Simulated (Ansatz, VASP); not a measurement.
W in VASP and in Ansatz

```
CELL_PARAMETERS angstrom
-1.58516 1.58516 1.58516
1.58516 -1.58516 1.58516
1.58516 1.58516 -1.58516
ATOMIC_POSITIONS crystal
W 0.00000 0.00000 0.00000
```

Alike in both runs: task single point; functional LDA; k mesh 6 × 6 × 6; occupations gaussian, width 0.1 eV; no spin polarisation.

```csv
,VASP,Ansatz
version,VASP 6.6.1,Ansatz 0.2.0
potentials or method,"VASP PAW LDA potentials, release 64 (W_sv), cutoff 500 eV","scalar-relativistic, plane waves, PAW"
valence electrons in the cell,14,14
```

VASP gave:

| Property | Result |
| --- | --- |
| gap on the k mesh at the Fermi level (eV) | none |
| pressure (GPa) | -10.4 |

Q: Which values does Ansatz return?

A: gap on the k mesh at the Fermi level (eV): none; pressure (GPa): -12.2.

LDA's correlation is that of Perdew and Zunger in VASP and of Perdew and Wang (1992) in Ansatz. A gap of «none» marks a metal or a gap that the smearing closes.

The k mesh is coarse, so the values compare programs but aren't converged. Spin-orbit coupling is off throughout.
